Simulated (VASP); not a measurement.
# Hg: single point with PBEsol

The system is Hg.

```xyz
1
Lattice="2.8759 0.0000 0.0000 -1.4380 2.4906 0.0000 0.0000 0.0000 2.8708" Properties=species:S:1:pos:R:3 pbc="T T T"
Hg    0.0000    0.0000    0.0000
```

This cell differs from its parent crystal: Mg replaced by Hg, lengths x 0.962, strained.

```json
{
  "Program": "VASP 6.6.1",
  "Task": "single point",
  "Functional": "PBEsol",
  "Potentials or basis": "VASP PAW PBE potentials, release 64 (Hg)",
  "Cutoff": "500 eV",
  "k mesh": "9 × 9 × 6",
  "Occupations": "gaussian, width 0.1 eV",
  "Spin": "no spin polarisation"
}
```

The pressure is 14.8 GPa. The band gap on the k mesh is zero (bands 6 and 7 overlap by 6.87 eV).

Stress tensor (GPa, compression positive):
```
16.12  0.00  0.00
 0.00 16.12  0.00
 0.00  0.00 12.28
```

Levels at points of the mesh, in eV from the Fermi level:
| k point | band 4 | band 5 | band 6 | band 7 | band 8 | band 9 |
| --- | --- | --- | --- | --- | --- | --- |
| (0.00, 0.00, 0.00) | -7.85 | -6.10 | -6.10 | 9.60 | 14.32 | 15.34 |
| (0.00, 0.00, 0.50) | -6.88 | -6.88 | -3.32 | -3.05 | 16.87 | 18.90 |

Wall time 19 s on 1 thread of Intel Xeon 8259CL (shared host), peak memory 0.14 GiB.

Caveat: the k points lie up to 0.36 Å⁻¹ apart, too coarse for converged energies and pressures of a metal; the cell differs from its parent crystal (Mg replaced by Hg, lengths x 0.962, strained); the PAW data sets were made with another functional, which shifts forces and pressure a little; spin-orbit coupling is left out, which moves the levels of the heavy elements.
